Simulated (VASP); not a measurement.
Set up this calculation in VASP 6.6.1, as the native input.

```
Task                   : single point
Functional             : LDA
Potentials or basis    : VASP PAW LDA potentials, release 64 (Bi_d)
Cutoff                 : 520 eV
k mesh                 : 10 × 10 × 10
Occupations            : methfessel-paxton, width 0.15 eV
Spin                   : no spin polarisation
Dipole correction      : no
Further INCAR settings : ALGO = Normal; EDIFF = 1e-06; NBANDS = 14
```

The structure of Bi lies in POSCAR:

```
Bi
1.0
   -1.9546516227      1.9546516227      1.9546516227
    1.9546516227     -1.9546516227      1.9546516227
    1.9546516227      1.9546516227     -1.9546516227
Bi
1
Direct
    0.0000000000      0.0000000000      0.0000000000
```

The input as run:

INCAR

```
SYSTEM = Bi
PREC     = Accurate       ! precision mode
ENCUT    = 520            ! plane-wave cutoff, eV
EDIFF    = 1E-6           ! SCF threshold, eV
ISMEAR   = 1              ! smearing method
SIGMA    = 0.15           ! smearing width, eV
LREAL    = .FALSE.        ! projectors in reciprocal space
LASPH    = .TRUE.         ! aspherical terms in the spheres
NELM     = 60             ! most SCF steps
ALGO     = Normal         ! electronic algorithm
ISIF     = 2              ! what is computed and relaxed
LWAVE    = .FALSE.        ! write WAVECAR
LCHARG   = .TRUE.         ! write CHGCAR
LELF     = .TRUE.         ! ELF
LVHAR    = .TRUE.       
NBANDS   = 14             ! bands
```

KPOINTS

```
Automatic mesh
0
G
  10 10 10
  0 0 0
```

Potentials or basis: VASP PAW LDA potentials, release 64 (Bi_d).

Run with:

```sh
$ cat potpaw_LDA.64/Bi_d/POTCAR > POTCAR
$ mpirun -np 1 vasp_std > vasp.out
```

It gave:

The pressure is -0.8 GPa.

It took 8.1 s on 1 thread of Intel(R) Xeon(R) 6975P-C (Granite Rapids), with other jobs on the host, peak memory 0.14 GiB.
